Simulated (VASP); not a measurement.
# Al in VASP: notebook

Al is run at these levels: LDA; tasks: single point, relaxation of the atoms.

Everything below comes from runs of VASP 6.6.1. Logs are shortened: lines on timing, memory, paths and dates and some standing lists are left out, and cuts for length are marked.

## Step 1: The cell of the first run

The cell holds a slab with vacuum, 17 atoms: a = 5.634 Å, b = 7.968 Å, c = 19.672 Å, α = 90.00°, β = 90.00°, γ = 90.00°.

## Step 2: Single point, LDA

Contents of INCAR:

```
PREC = Accurate
ENCUT = 520
EDIFF = 1E-6
ISMEAR = 0
SIGMA = 0.1
LREAL = Auto
LASPH = T
NELM = 80
ALGO = Normal
ISIF = 2
LWAVE = F
LCHARG = T
LDIPOL = T
IDIPOL = 3
DIPOL = 0.5 0.5 0.323
GGA = CA
LELF = T
LVHAR = T
LVACPOTAV = T
NBANDS = 40
```

Contents of KPOINTS:

```
regular mesh
0
Gamma
  5 4 1
```

Contents of POSCAR:

```
Al
1.0
    5.6343731020      0.0000000000      0.0000000000
    0.0000000000      7.9682068563      0.0000000000
    0.0000000000      0.0000000000     19.6723116275
Al
17
Direct
    0.2500000000      0.2500000000      0.2033314679
    0.2500000000      0.7500000000      0.2033314679
    0.7500000000      0.2500000000      0.2033314679
    0.7500000000      0.7500000000      0.2033314679
    0.0000000000      0.0000000000      0.2749343025
    0.0000000000      0.5000000000      0.2749343025
    0.5000000000      0.0000000000      0.2749343025
    0.5000000000      0.5000000000      0.2749343025
    0.2500000000      0.2500000000      0.3484027381
    0.2500000000      0.7500000000      0.3484027381
    0.7500000000      0.2500000000      0.3484027381
    0.7500000000      0.7500000000      0.3484027381
    0.0000000000      0.0000000000      0.4154220298
    0.0000000000      0.5000000000      0.4154220298
    0.5000000000      0.0000000000      0.4154220298
    0.5000000000      0.5000000000      0.4154220298
    0.2500000000      0.0000000000      0.5295866884
```

Potentials or basis: VASP PAW LDA potentials, release 64 (Al).

On the command line:

```bash
cat potpaw_LDA.64/Al/POTCAR > POTCAR
mpirun -np 1 vasp_std > vasp.out
```

OUTCAR:

```text
PREC = Accurate
   ENCUT = 520
   EDIFF = 1E-6
   ISMEAR = 0
   LREAL = Auto
   LASPH = T
   NELM = 80
   ISIF = 2
   GGA = CA

 ion  position               nearest neighbor table
   1  0.250  0.250  0.203-   3 2.82   3 2.82   6 2.82   7 2.82   8 2.82   5 2.82   9 2.85
   2  0.250  0.750  0.203-   4 2.82   4 2.82   6 2.82   7 2.82   8 2.82   5 2.82  10 2.85
   3  0.750  0.250  0.203-   1 2.82   1 2.82   6 2.82   7 2.82   8 2.82   5 2.82  11 2.85
   4  0.750  0.750  0.203-   2 2.82   2 2.82   6 2.82   7 2.82   8 2.82   5 2.82  12 2.85
   5  0.000  0.000  0.275-  13 2.76   7 2.82   7 2.82   4 2.82   1 2.82   2 2.82   3 2.82  11 2.84
                            12 2.84   9 2.84  10 2.84
   6  0.000  0.500  0.275-  14 2.76   8 2.82   8 2.82   4 2.82   1 2.82   2 2.82   3 2.82  11 2.84
                            12 2.84   9 2.84  10 2.84
   7  0.500  0.000  0.275-  15 2.76   5 2.82   5 2.82   4 2.82   1 2.82   2 2.82   3 2.82  11 2.84
                            12 2.84   9 2.84  10 2.84
   8  0.500  0.500  0.275-  16 2.76   6 2.82   6 2.82   4 2.82   1 2.82   2 2.82   3 2.82  11 2.84
                            12 2.84   9 2.84  10 2.84
   9  0.250  0.250  0.348-  13 2.77  14 2.77  15 2.77  16 2.77  11 2.82  11 2.82   7 2.84   8 2.84
                             5 2.84   6 2.84   1 2.85
  10  0.250  0.750  0.348-  13 2.77  14 2.77  15 2.77  16 2.77  12 2.82  12 2.82   7 2.84   8 2.84
                             5 2.84   6 2.84   2 2.85
  11  0.750  0.250  0.348-  13 2.77  14 2.77  15 2.77  16 2.77   9 2.82   9 2.82   7 2.84   8 2.84
                             5 2.84   6 2.84   3 2.85
  12  0.750  0.750  0.348-  13 2.77  14 2.77  15 2.77  16 2.77  10 2.82  10 2.82   7 2.84   8 2.84
                             5 2.84   6 2.84   4 2.85
  13  0.000  0.000  0.415-  17 2.65   5 2.76  10 2.77  11 2.77  12 2.77   9 2.77  15 2.82  15 2.82

  14  0.000  0.500  0.415-   6 2.76   9 2.77  10 2.77  11 2.77  12 2.77  16 2.82  16 2.82
  15  0.500  0.000  0.415-  17 2.65   7 2.76  10 2.77  11 2.77  12 2.77   9 2.77  13 2.82  13 2.82

  16  0.500  0.500  0.415-   8 2.76   9 2.77  10 2.77  11 2.77  12 2.77  14 2.82  14 2.82
  17  0.250  0.000  0.530-  13 2.65  15 2.65

  LATTYP: Found a simple orthorhombic cell.
 ALAT       =     5.6343731020
 B/A-ratio  =     1.4142135624
 C/A-ratio  =     3.4914818865

  Lattice vectors:

 A1 = (   5.6343731020,   0.0000000000,   0.0000000000)
 A2 = (   0.0000000000,   7.9682068563,   0.0000000000)
 A3 = (   0.0000000000,   0.0000000000,  19.6723116275)

Analysis of symmetry for initial positions (statically):
=====================================================================
 Subroutine PRICEL returns:
 Original cell was already a primitive cell.

 Routine SETGRP: Setting up the symmetry group for a
 simple orthorhombic supercell.

 Subroutine GETGRP returns: Found  4 space group operations
 (whereof  2 operations were pure point group operations)
 out of a pool of  8 trial point group operations.

The static configuration has the point symmetry C_1h.
 The point group associated with its full space group is C_2v.

Analysis of symmetry for dynamics (positions and initial velocities):
=====================================================================
 Subroutine PRICEL returns:
 Original cell was already a primitive cell.

 Routine SETGRP: Setting up the symmetry group for a
 simple orthorhombic supercell.

 Subroutine GETGRP returns: Found  4 space group operations
 (whereof  2 operations were pure point group operations)
 out of a pool of  8 trial point group operations.

The dynamic configuration has the point symmetry C_1h.
 The point group associated with its full space group is C_2v.

 Subroutine INISYM returns: Found  4 space group operations
 (whereof  2 operations are pure point group operations),
 and found     1 'primitive' translations

----------------------------------------------------------------------------------------

                                     Primitive cell

  volume of cell :     883.2052

  direct lattice vectors                    reciprocal lattice vectors
     5.634373102  0.000000000  0.000000000     0.177482034  0.000000000  0.000000000
     0.000000000  7.968206856  0.000000000     0.000000000  0.125498750  0.000000000
     0.000000000  0.000000000 19.672311628     0.000000000  0.000000000  0.050832867

  length of vectors
     5.634373102  7.968206856 19.672311628     0.177482034  0.125498750  0.050832867

  position of ions in fractional coordinates (direct lattice)
     0.250000000  0.250000000  0.203331468
     0.250000000  0.750000000  0.203331468
     0.750000000  0.250000000  0.203331468
     0.750000000  0.750000000  0.203331468
     0.000000000  0.000000000  0.274934303
     0.000000000  0.500000000  0.274934303
[... 9 lines left out ...]
     0.500000000  0.500000000  0.415422030
     0.250000000  0.000000000  0.529586688

  ion indices of the primitive-cell ions
   primitive index   ion index
                 1           1
                 2           2
                 3           3
                 4           4
                 5           5
                 6           6
[... 9 lines left out ...]
                16          16
                17          17

----------------------------------------------------------------------------------------

 KPOINTS: regular mesh

Automatic generation of k-mesh.
 Grid dimensions read from file:
 generate k-points for:    5    4    1

 Generating k-lattice:

  Cartesian coordinates                     Fractional coordinates (reciprocal lattice)
     0.035496407  0.000000000  0.000000000     0.200000000  0.000000000  0.000000000
     0.000000000  0.031374687  0.000000000     0.000000000  0.250000000  0.000000000
     0.000000000  0.000000000  0.050832867     0.000000000  0.000000000  1.000000000

  Length of vectors
     0.035496407  0.031374687  0.050832867

  Shift w.r.t. Gamma in fractional coordinates (k-lattice)
     0.000000000  0.000000000  0.000000000

 Subroutine IBZKPT returns following result:
 ===========================================

 Found      9 irreducible k-points:

 Following reciprocal coordinates:
            Coordinates               Weight
  0.000000  0.000000  0.000000      1.000000
  0.200000  0.000000  0.000000      2.000000
  0.400000  0.000000  0.000000      2.000000
  0.000000  0.250000  0.000000      2.000000
  0.200000  0.250000  0.000000      4.000000
  0.400000  0.250000  0.000000      4.000000
  0.000000  0.500000  0.000000      1.000000
  0.200000  0.500000  0.000000      2.000000
  0.400000  0.500000  0.000000      2.000000
   k-points           NKPTS =      9   k-points in BZ     NKDIM =      9   number of bands    NBANDS=     40
   number of dos      NEDOS =    301   number of ions     NIONS =     17
   total plane-waves  NPLWV = 378000
   dimension x,y,z NGX =    42 NGY =   60 NGZ =  150
   dimension x,y,z NGXF=    84 NGYF=  120 NGZF=  300
   ions per type =              17
   NGX,Y,Z   is equivalent  to a cutoff of  12.39, 12.52, 12.68 a.u.
   NGXF,Y,Z  is equivalent  to a cutoff of  24.78, 25.04, 25.35 a.u.
 SYSTEM =  unknown system
   PREC   = accura    normal or accurate (medium, high low for compatibility)
   ISTART =      0    job   : 0-new  1-cont  2-samecut
   ICHARG =      2    charge: 1-file 2-atom 10-const
   ISPIN  =      1    spin polarized calculation?
   LNONCOLLINEAR =      F non collinear calculations
   LSORBIT =      F    spin-orbit coupling
   LASPH  =      T    aspherical Exc in radial PAW
   ENCUT  =  520.0 eV  38.22 Ry    6.18 a.u.  10.48 14.82 36.58*2*pi/ulx,y,z
   NELM   =     80;   NELMIN=  2; NELMDL= -5     # of ELM steps
   EDIFF  = 0.1E-05   stopping-criterion for ELM
   LREAL  =      T    real-space projection
   EDIFFG = 0.1E-04   stopping-criterion for IOM
   NSW    =      0    number of steps for IOM
   IBRION =     -1    ionic relax: 0-MD 1-quasi-New 2-CG
   NFREE  =      0    steps in history (QN), initial steepest desc. (CG)
   ISIF   =      2    stress and relaxation
   ISYM   =      2    0-nonsym 1-usesym 2-fastsym
   POTIM  = 0.5000    time-step for ionic-motion
   TEBEG  =    0.0;   TEEND  =   0.0 temperature during run
   PSTRESS=    0.0 pullay stress
   NELECT =      51.0000    total number of electrons
   NUPDOWN=      -1.0000    fix difference up-down
   EMIN   =  10.00;   EMAX   =-10.00  energy-range for DOS
   EFERMI =   0.00;   METHOD = LEGACY
   ISMEAR =     0;   SIGMA  =   0.10  broadening in eV -4-tet -1-fermi 0-gaus
   EFERMI_NEDOS =   21; number of points for ismear=-14 and -15
   IALGO  =     38    algorithm
   IMIX   =      4    mixing-type and parameters
     AMIX     =   0.40;   BMIX     =  1.00
     AMIX_MAG =   1.60;   BMIX_MAG =  1.00
  volume/ion in A,a.u.               =      51.95       350.60
  Fermi-wavevector in a.u.,A,eV,Ry     =   0.632768  1.195758  5.447706  0.400395
  Thomas-Fermi vector in A             =   1.696196
   LORBIT       =      0    0 simple, 1 ext, 2 COOP (PROOUT), +10 PAW based schemes
   GGA     = CA    functional components
   LHFCALC =     F    Hartree Fock is set to
   AEXX    =    0.0000 exact exchange contribution
   IVDW    =     0    specifies the selected vdW correction
   LEPSILON=     F    determine dielectric tensor
   LRPA    =     F    only Hartree local field effects (RPA)
 non-spin polarized calculation
 Gauss-broadening in eV      SIGMA  =   0.10
  energy-cutoff  :      520.00
  volume of cell :      883.21
 maximum number of plane-waves:     23865
 NGX is ok and might be reduce to    42
   NGX = 21   NGY = 29   NGZ = 73

 dipolmoment           0.000000      0.000000     -0.005967 electrons x Angstroem

 number of electron      51.0000001 magnetization

 dipolmoment           0.000000      0.000000      0.016643 electrons x Angstroem

 Free energy of the ion-electron system (eV)
  ---------------------------------------------------
  ext. energy  EPLUGINS =         0.00000000
  ---------------------------------------------------
  free energy    TOTEN  =       -63.77033671 eV

  energy without entropy =      -63.71937425  energy(sigma->0) =      -63.74485548

 E-fermi :  -0.3806     XC(G=0):  -4.4653

 val. band max:       -0.4070844703   @ k =   0.0000   0.2500   0.0000
 cond. band min:      -0.3803112282   @ k =   0.2000   0.2500   0.0000
 fundamental gap:      0.0267732421
 Fermi energy:        -0.3806049868

 k-point     1 :       0.0000    0.0000    0.0000
  band No.  band energies     occupation
      1     -10.8572      2.00000
      2      -8.6510      2.00000
      3      -8.5388      2.00000
      4      -8.4010      2.00000
      5      -6.4145      2.00000
      6      -6.3364      2.00000
[... 29 lines left out ...]
     36       1.6806      0.00000
     37       1.7283      0.00000

 k-point     2 :       0.2000    0.0000    0.0000
  band No.  band energies     occupation
      1     -10.6721      2.00000
      2      -8.4707      2.00000
      3      -8.3568      2.00000
      4      -8.2215      2.00000
      5      -7.9263      2.00000
      6      -6.2393      2.00000
[... 29 lines left out ...]
     36       1.9469      0.00000
     37       1.9562      0.00000
[... 238 lines left out ...]
     36       1.8616      0.00000
     37       1.9105      0.00000

 k-point     9 :       0.4000    0.5000    0.0000
  band No.  band energies     occupation
      1      -9.5501      2.00000
      2      -9.5474      2.00000
      3      -8.6377      2.00000
      4      -8.6338      2.00000
      5      -7.2541      2.00000
      6      -7.0742      2.00000
[... 29 lines left out ...]
     36       2.1776      0.00000
     37       2.2442      0.00000
 [bands above 37 left out]

------------------------ aborting loop because EDIFF is reached ----------------------------------------

  FORCE on cell =-STRESS in cart. coord.  units (eV):
  Direction    XX          YY          ZZ          XY          YZ          ZX
  --------------------------------------------------------------------------------------
  -------------------------------------------------------------------------------------
  Total      -10.0578567     -4.5701658     -0.8447237      0.0000000      0.0000000      0.0000000
  in kB      -18.2454437     -8.2905042     -1.5323701      0.0000000      0.0000000      0.0000000
  external PRESSURE =      -9.3561060 kB  Pullay stress =       0.0000000 kB

 VOLUME and BASIS-vectors are now :
 -----------------------------------------------------------------------------
  energy-cutoff  :      520.00
  volume of cell :      883.21
      direct lattice vectors                 reciprocal lattice vectors
     5.634373102  0.000000000  0.000000000     0.177482034  0.000000000  0.000000000
     0.000000000  7.968206856  0.000000000     0.000000000  0.125498750  0.000000000
     0.000000000  0.000000000 19.672311628     0.000000000  0.000000000  0.050832867

 POSITION                                       TOTAL-FORCE (eV/Angst)
 -----------------------------------------------------------------------------------
      1.40859      1.99205      4.00000        -0.000000      0.028426      0.218662
      1.40859      5.97616      4.00000        -0.000000     -0.028426      0.218662
      4.22578      1.99205      4.00000        -0.000000      0.039962      0.201727
      4.22578      5.97616      4.00000        -0.000000     -0.039962      0.201727
      0.00000      0.00000      5.40859         0.030755      0.000000     -0.230009
      0.00000      3.98410      5.40859        -0.013361      0.000000     -0.242160
[... 9 lines left out ...]
      2.81719      3.98410      8.17231         0.019803      0.000000      0.056049
      1.40859      0.00000     10.41819        -0.000000      0.000000      0.003982
 -----------------------------------------------------------------------------------
    total drift:                               -0.000000     -0.000000     -0.006640

  FREE ENERGIE OF THE ION-ELECTRON SYSTEM (eV)
  ---------------------------------------------------
  free  energy   TOTEN  =       -63.7703367135 eV

  energy  without entropy=      -63.7193742535  energy(sigma->0) =      -63.74485548

 vacuum level on the upper side and lower side of the slab         3.952         3.886
```

Wall time 16 min (1 thread of Intel Xeon Platinum 8259CL at 2.50GHz (Skylake/Cascade Lake), shared host); peak memory 0.63 GiB.

What came out:

```
Free energy            : -63.7703 eV
Largest force          : 0.362 eV/Å
Band gap on the k mesh : zero (an odd number of electrons rules out a gap without spin polarisation)
```

Forces in eV/Å, atoms in the order of the input:
```
Al   0.000  0.028  0.219
Al   0.000 -0.028  0.219
Al   0.000  0.040  0.202
Al   0.000 -0.040  0.202
Al   0.031  0.000 -0.230
Al  -0.013  0.000 -0.242
Al  -0.031  0.000 -0.230
Al   0.013  0.000 -0.242
Al   0.000 -0.058  0.031
Al   0.000  0.058  0.031
Al   0.000 -0.054 -0.049
Al   0.000  0.054 -0.049
Al  -0.362  0.000  0.012
Al  -0.020  0.000  0.056
Al   0.362  0.000  0.012
Al   0.020  0.000  0.056
Al   0.000  0.000  0.004
```

[end of part 1 of 2]
